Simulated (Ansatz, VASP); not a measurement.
**Si8N: VASP beside Ansatz**

INCAR

```
SYSTEM = Si8N
PREC     = Accurate       ! precision mode
ENCUT    = 520            ! plane-wave cutoff, eV
EDIFF    = 1E-7           ! SCF threshold, eV
ISMEAR   = 0              ! smearing method
SIGMA    = 0.05           ! smearing width, eV
LREAL    = Auto         
LASPH    = .True.         ! aspherical terms in the spheres
NELM     = 80             ! most SCF steps
ALGO     = Normal         ! electronic algorithm
ISIF     = 2              ! what is computed and relaxed
LWAVE    = .False.        ! write WAVECAR
LCHARG   = .False.        ! write CHGCAR
LDIPOL   = .True.       
IDIPOL   = 3            
DIPOL    = 0.5 0.5 0.295
GGA      = PE             ! functional
IVDW     = 12             ! dispersion correction
NBANDS   = 52             ! bands
```

The input KPOINTS:

```
regular mesh
0
Gamma
  4 4 1
  0 0 0
```

The input POSCAR:

```
Si8N
1.0
    7.6310340417      0.0000000000      0.0000000000
    0.0000000000      6.3129357835      0.0000000000
    0.0000000000      0.0000000000     23.0318711348
Si N
16 2
Direct
    0.0000000000      0.9369021389      0.1736723854
    0.5000000000      0.9369021389      0.1736723854
    0.0000000000      0.5630978611      0.1736723854
    0.5000000000      0.5630978611      0.1736723854
    0.2500000000      0.4369021389      0.2214950258
    0.7500000000      0.4369021389      0.2214950258
    0.2500000000      0.0630978611      0.2214950258
    0.7500000000      0.0630978611      0.2214950258
    0.2500000000      0.9332664455      0.3177235001
    0.7500000000      0.9332664455      0.3177235001
    0.2500000000      0.5667335545      0.3177235001
    0.7500000000      0.5667335545      0.3177235001
    0.0000000000      0.4266292811      0.3574121741
    0.5000000000      0.4266292811      0.3574121741
    0.0000000000      0.0733707189      0.3574121741
    0.5000000000      0.0733707189      0.3574121741
    0.1250000000      0.4266292811      0.4920082727
    0.1250000000      0.4266292811      0.5397681787
```

Input for Ansatz:

```yaml
crystal:
  lattice:
    - [7.6310340417, 0.0, 0.0]
    - [0.0, 6.3129357835, 0.0]
    - [0.0, 0.0, 23.0318711348]
  atoms:
    - { symbol: Si, position: [0.0, 0.9369021389, 0.1736723854] }
    - { symbol: Si, position: [0.5, 0.9369021389, 0.1736723854] }
    - { symbol: Si, position: [0.0, 0.5630978611, 0.1736723854] }
    - { symbol: Si, position: [0.5, 0.5630978611, 0.1736723854] }
    - { symbol: Si, position: [0.25, 0.4369021389, 0.2214950258] }
    - { symbol: Si, position: [0.75, 0.4369021389, 0.2214950258] }
    - { symbol: Si, position: [0.25, 0.0630978611, 0.2214950258] }
    - { symbol: Si, position: [0.75, 0.0630978611, 0.2214950258] }
    - { symbol: Si, position: [0.25, 0.9332664455, 0.3177235001] }
    - { symbol: Si, position: [0.75, 0.9332664455, 0.3177235001] }
    - { symbol: Si, position: [0.25, 0.5667335545, 0.3177235001] }
    - { symbol: Si, position: [0.75, 0.5667335545, 0.3177235001] }
    - { symbol: Si, position: [0.0, 0.4266292811, 0.3574121741] }
    - { symbol: Si, position: [0.5, 0.4266292811, 0.3574121741] }
    - { symbol: Si, position: [0.0, 0.0733707189, 0.3574121741] }
    - { symbol: Si, position: [0.5, 0.0733707189, 0.3574121741] }
    - { symbol: "N", position: [0.125, 0.4266292811, 0.4920082727] }
    - { symbol: "N", position: [0.125, 0.4266292811, 0.5397681787] }
basis:
  ecutwfc: 420
kpoints:
  mp_grid: { grid: [4, 4, 1] }
hamiltonian:
  xc: pbe
  pseudopotentials: { kind: paw, azcp: { folder: soft_1 } }
  dispersion: d3bj
scf:
  occupations: { method: gaussian, width: 0.05 }
output:
  forces: true
  eigenvalues: true
efield:
  axis: 3
  dipole_correction: true
  ramp_width: 0.04
```

Alike in both runs: task single point; functional PBE; dispersion D3(BJ); k mesh 4 × 4 × 1; occupations gaussian, width 0.05 eV; no spin polarisation.

```csv
,VASP,Ansatz
version,VASP 6.6.1,Ansatz 0.2.0
potentials or method,"VASP PAW PBE potentials, release 64 (Si, N), cutoff 520 eV","scalar-relativistic, plane waves, PAW"
valence electrons in the cell,74,74
```

|  | VASP | Ansatz | Ansatz less VASP |
| --- | --- | --- | --- |
| gap on the k mesh at the Fermi level (eV) | none | none | - |
| rms of the force components (eV/Å) | 0.516 | 0.323 | -0.1933 |

Atom by atom the forces differ by 0.346 eV/Å (rms over components). A gap of «none» marks a metal or a gap that the smearing closes. One of these differences is far larger than is usual between the two programs; its cause wasn't traced.

Noted on VASP's run: the standard files for N, O and F lose accuracy on very short bonds.
